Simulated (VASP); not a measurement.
Input of a VASP 6.6.1 run:

Contents of INCAR:

```
PREC = Accurate
ENCUT = 520
EDIFF = 1E-6
ISMEAR = -1
SIGMA = 0.02
LREAL = Auto
LASPH = True
NELM = 100
ALGO = Normal
ISIF = 2
LWAVE = False
LCHARG = False
GGA = PE
NBANDS = 52
```

The input KPOINTS:

```
regular mesh
0
Gamma
  2 2 2
```

File POSCAR:

```
TiSi16
1.0
    0.0000000000      5.4300000000      5.4300000000
    5.4300000000      0.0000000000      5.4300000000
    5.4300000000      5.4300000000      0.0000000000
Si Ti
16 1
Direct
   -0.0603314917     -0.0111233886      0.0265930018
    0.0481215470      0.1259852670      0.1647697974
   -0.0212707182      0.0477348066      0.5195764273
    0.1004327808      0.1351841621      0.6803959484
   -0.0534069982      0.4975874770      0.0484714549
    0.0825598527      0.6365930018      0.1514364641
   -0.0308747698      0.5163075506      0.5203222836
    0.0685359116      0.6732504604      0.6815561694
    0.4152946593      0.0239686924      0.0238581952
    0.5496224678      0.1418324125      0.1704511971
    0.5065377532      0.0186924494      0.5488397790
    0.6066022099      0.2020534070      0.6486279926
    0.4480018416      0.5461233886     -0.0051841621
    0.5691620626      0.6566942910      0.1321639042
    0.4158839779      0.6014088398      0.5202117864
    0.6150276243      0.6606261510      0.6154327808
    0.3298066298      0.4146316759      0.4026058932
```

Potentials or basis: VASP PAW PBE potentials, release 64 (Si, Ti_sv).

Run with:

```console
$ cat potpaw_PBE.64/Si/POTCAR potpaw_PBE.64/Ti_sv/POTCAR > POTCAR
$ mpirun -np 1 vasp_std > vasp.out
```

Problem. Estimate the pressure.

Solution. 3.3 GPa.

Problem. Predict the band gap on the k mesh.

Solution. Zero (band 38 reaches 6.89 eV, above the bottom of band 39 at 6.71 eV).

Stress tensor (GPa, compression positive):
```
 2.79 -1.37 -1.74
-1.37  3.18 -0.14
-1.74 -0.14  3.86
```

Caveat: the k points lie up to 0.50 Å⁻¹ apart.
